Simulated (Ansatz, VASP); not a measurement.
ZnHgO2: VASP beside Ansatz

The input INCAR:

```
ALGO = Normal
EDIFF = 1E-6
EDIFFG = -0.02
ENCUT = 600
GGA = RP
IBRION = 2
ISIF = 3
ISMEAR = -1
LASPH = True
LCHARG = False
LREAL = False
LWAVE = False
NELM = 100
NSW = 40
PREC = Accurate
SIGMA = 0.05
```

File KPOINTS:

```
k-points
0
Gamma
  5 5 6
```

File POSCAR:

```
ZnHgO2
1.0
    4.0092200000      0.0000000000      0.0000000000
    0.0000000000      4.0092200000      0.0000000000
    0.0000000000      0.0000000000      3.3045900000
Zn Hg O
1 1 2
Direct
    0.0000000000      0.0000000000      0.0000000000
    0.5000000000      0.5000000000      0.5000000000
    0.5000000000      0.0000000000      0.0000000000
    0.0000000000      0.5000000000      0.0000000000
```

Contents of input.yaml:

```yaml
crystal:
  lattice:
    - [4.00922, 0.0, 0.0]
    - [0.0, 4.00922, 0.0]
    - [0.0, 0.0, 3.30459]
  atoms:
    - { symbol: Zn, position: [0.0, 0.0, 0.0] }
    - { symbol: Hg, position: [0.5, 0.5, 0.5] }
    - { symbol: O, position: [0.5, 0.0, 0.0] }
    - { symbol: O, position: [0.0, 0.5, 0.0] }
hamiltonian:
  xc: rpbe
  pseudopotentials: { kind: paw }
kpoints:
  mp_grid: { grid: [5, 5, 6] }
scf:
  occupations: { method: fermi_dirac, width: 0.05 }
output:
  forces: true
  stress: true
  eigenvalues: true
  write_density: true
  write_potential: true
  elf: true
  volumetric_format: npy
relax:
  f_tol: 0.01
  max_steps: 40
  cell: { stress_tol: 0.05 }
```

Alike in both runs: task relaxation of cell and atoms; functional RPBE; k mesh 5 × 5 × 6; occupations fermi-dirac, width 0.05 eV; no spin polarisation.

|  | VASP | Ansatz |
| --- | --- | --- |
| version | VASP 6.6.1 | Ansatz 0.2.0 |
| potentials or method | VASP PAW PBE potentials, release 64 (Zn, Hg, O) | Ansatz PAW |
| plane-wave cutoff (eV) | 600 | 420 |
| valence electrons in the cell | 36 | 44 |

Ansatz gave:

```
gap on the k mesh at the Fermi level, each at its own relaxed structure (eV) : none
relaxed volume (Å³/atom)                                                     : 13.82
relaxed cell length with the largest relative difference (Å)                 : 4.052
```

**Question.** Estimate VASP's values.

**Answer.** gap on the k mesh at the Fermi level, each at its own relaxed structure (eV): none; relaxed volume (Å³/atom): 13.91; relaxed cell length with the largest relative difference (Å): 4.063.

VASP's potentials were made for PBE, not for RPBE. A gap of «none» marks a metal or a gap that the smearing closes. VASP's potentials hold 36 valence electrons a cell and Ansatz's 44, so a difference there can come from the potentials and not from the codes.

Neither program's run includes spin-orbit coupling. Noted on Ansatz's run: the plane-wave basis is chosen anew once the cell has moved, so the energies of steps on either side of that aren't comparable.
